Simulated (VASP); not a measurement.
Here is a VASP 6.6.1 calculation.

File INCAR:

```
SYSTEM = Mg5CdTe6
ALGO     = Normal         ! electronic algorithm
EDIFF    = 1E-6           ! SCF threshold, eV
EDIFFG   = -0.01          ! ionic threshold
ENCUT    = 600            ! plane-wave cutoff, eV
GGA      = PE             ! functional
IBRION   = 2              ! ionic algorithm
ISIF     = 3              ! what is computed and relaxed
ISMEAR   = 0              ! smearing method
LASPH    = .True.         ! aspherical terms in the spheres
LCHARG   = .False.        ! write CHGCAR
LREAL    = .False.        ! projectors in reciprocal space
LWAVE    = .False.        ! write WAVECAR
NELM     = 80             ! most SCF steps
NSW      = 100            ! ionic steps
PREC     = Accurate       ! precision mode
SIGMA    = 0.02           ! smearing width, eV
```

The input KPOINTS:

```
k-points
0
Gamma
  6 6 2
  0 0 0
```

File POSCAR:

```
Mg5CdTe6
1.0
    4.6069360673      0.0000000000      0.0000000000
    0.0000000000      4.6069360673      0.0000000000
    0.0000000000      0.0000000000     19.5164842424
Mg Cd Te
5 1 6
Direct
    0.0000000000      0.0000000000      0.8318045736
    0.5000000000      0.5000000000      0.6660123963
    0.0000000000      0.0000000000      0.5000000000
    0.5000000000      0.5000000000      0.3339876037
    0.0000000000      0.0000000000      0.1681954264
    0.5000000000      0.5000000000      0.0000000000
    0.5000000000      0.0000000000      0.5830080096
    0.0000000000      0.5000000000      0.4169919904
    0.5000000000      0.0000000000      0.2509872225
    0.0000000000      0.5000000000      0.0860791007
    0.5000000000      0.0000000000      0.9139208993
    0.0000000000      0.5000000000      0.7490127775
```

Potentials or basis: VASP PAW PBE potentials, release 64 (Mg, Cd, Te).

Run with:

```sh
$ cat potpaw_PBE.64/Mg/POTCAR potpaw_PBE.64/Cd/POTCAR potpaw_PBE.64/Te/POTCAR > POTCAR
$ mpirun -np 1 vasp_std > vasp.out
```

(1) Estimate the relaxed volume.

(2) Predict the space group after relaxing (to 0.1 Å).

## Answers

(1) 34.76 Å³/atom.

(2) P-4m2 (No. 115).
